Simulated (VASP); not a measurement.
Write the native input for VASP 6.6.1 that does the following.

| Quantity | Value |
| --- | --- |
| Task | single point |
| Functional | PBE |
| Potentials or basis | VASP PAW PBE potentials, release 64 (Mo_sv, Ru_pv, W_sv) |
| Cutoff | 520 eV |
| k mesh | 4 × 4 × 4 |
| Occupations | gaussian, width 0.1 eV |
| Spin | no spin polarisation |
| Dipole correction | no |
| Further INCAR settings | ALGO = Fast; EDIFF = 1e-06; NBANDS = 43 |

The structure of MoRu3W lies in POSCAR:

```
MoRu3W
1.0
    4.3045773700      0.0000000000      0.0000000000
    0.0000000000      4.3045773700      0.0000000000
    0.0000000000      0.0000000000      4.3045773700
Mo Ru W
1 3 1
Direct
    0.0000000000      0.0000000000      0.0000000000
    0.0000000000      0.5000000000      0.5000000000
    0.5000000000      0.0000000000      0.5000000000
    0.5000000000      0.5000000000      0.0000000000
    0.5000000000      0.5000000000      0.5000000000
```

The input as run:

INCAR

```
SYSTEM = MoRu3W
PREC = Accurate ; ENCUT = 520
EDIFF = 1E-6 ; ISMEAR = 0
SIGMA = 0.1 ; LREAL = .FALSE.
LASPH = .TRUE. ; NELM = 80
ALGO = Fast ; ISIF = 2
LWAVE = .FALSE. ; LCHARG = .FALSE.
GGA = PE ; NBANDS = 43
```

KPOINTS

```
Automatic mesh
0
G
  4 4 4
  0 0 0
```

Potentials or basis: VASP PAW PBE potentials, release 64 (Mo_sv, Ru_pv, W_sv).

Launch:

```bash
$ cat potpaw_PBE.64/Mo_sv/POTCAR potpaw_PBE.64/Ru_pv/POTCAR potpaw_PBE.64/W_sv/POTCAR > POTCAR
$ mpirun -np 1 vasp_std > vasp.out
```

Results of the run:

The pressure is 53.1 GPa and the band gap on the k mesh is zero (band 35 reaches 11.74 eV, above the bottom of band 36 at 10.63 eV).

Caveat: the k points lie up to 0.36 Å⁻¹ apart; spin-orbit coupling is left out, which moves the levels of the heavy elements.

Wall time 16 s on 1 thread of Intel(R) Xeon(R) 6975P-C (Granite Rapids), on a shared host, peak memory 0.19 GiB.
